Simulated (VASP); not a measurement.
Mg: relaxation of cell and atoms with LDA

The system is Mg.

```
Mg
1.0
    -1.47650    1.47650    1.47650
     1.47650   -1.47650    1.47650
     1.47650    1.47650   -1.47650
Mg
1
Direct
  0.00000 0.00000 0.00000
```

```json
{
 "Program": "VASP 6.6.1",
 "Task": "relaxation of cell and atoms",
 "Functional": "LDA",
 "Potentials or basis": "VASP PAW LDA potentials, release 64 (Mg)",
 "Cutoff": "600 eV",
 "k mesh": "8 × 8 × 8",
 "Occupations": "gaussian, width 0.05 eV",
 "Spin": "no spin polarisation",
 "Target pressure": "60 GPa",
 "Dipole correction": "no",
 "Further INCAR settings": "ALGO = Normal; EDIFF = 1e-07; IBRION = 2; EDIFFG = -0.02; NSW = 80; ISIF = 3"
}
```

```
Relaxed volume                                         : 12.64 Å³/atom
Relaxed cell                                           : a = 2.542 Å, b = 2.542 Å, c = 2.542 Å, α = 109.47°, β = 109.47°, γ = 109.47°
Space group after relaxing (to 0.05 Å)                 : Im-3m (No. 229)
Energy change on relaxing (the enthalpy is what falls) : +85.8 meV/atom
Ionic steps                                            : 3
Pressure after relaxing                                : 60.0 GPa
Band gap on the k mesh                                 : zero (band 1 reaches 10.46 eV, above the bottom of band 2 at 5.59 eV)
```

Step by step:
| step | energy change (eV) | largest force (eV/Å) | pressure (GPa) | volume (Å³) |
| --- | --- | --- | --- | --- |
| 1 | 0.0000 | 0.0000 | 55.75 | 12.88 |
| 2 | 0.2401 | 0.0000 | 67.55 | 12.25 |
| 3 | 0.0858 | 0.0000 | 59.96 | 12.64 |

Final structure:
```
Mg
1.0
    -1.46736    1.46736    1.46736
     1.46736   -1.46736    1.46736
     1.46736    1.46736   -1.46736
Mg
1
Direct
  0.00000 0.00000 0.00000
```

Levels at points of the mesh, in eV from the Fermi level:
```
           k point  band 1  band 2  band 3  band 4  band 5
(0.00, 0.00, 0.00)   -9.84   17.50   17.50   17.50   20.39
(0.50, 0.00, 0.00)   -2.26   -0.87   10.94   14.88   15.22
(0.50, 0.50, 0.50)    3.99    3.99    6.27    6.27    6.27
```

It took 4.1 s on 1 thread of Intel(R) Xeon(R) Platinum 8488C (Sapphire Rapids) (shared host), peak memory 0.13 GiB.

Caveat: the k points lie up to 0.38 Å⁻¹ apart in the final cell; the cell is relaxed towards a set pressure, so the enthalpy falls and the energy may rise. LDA usually gives volumes a few per cent too small.
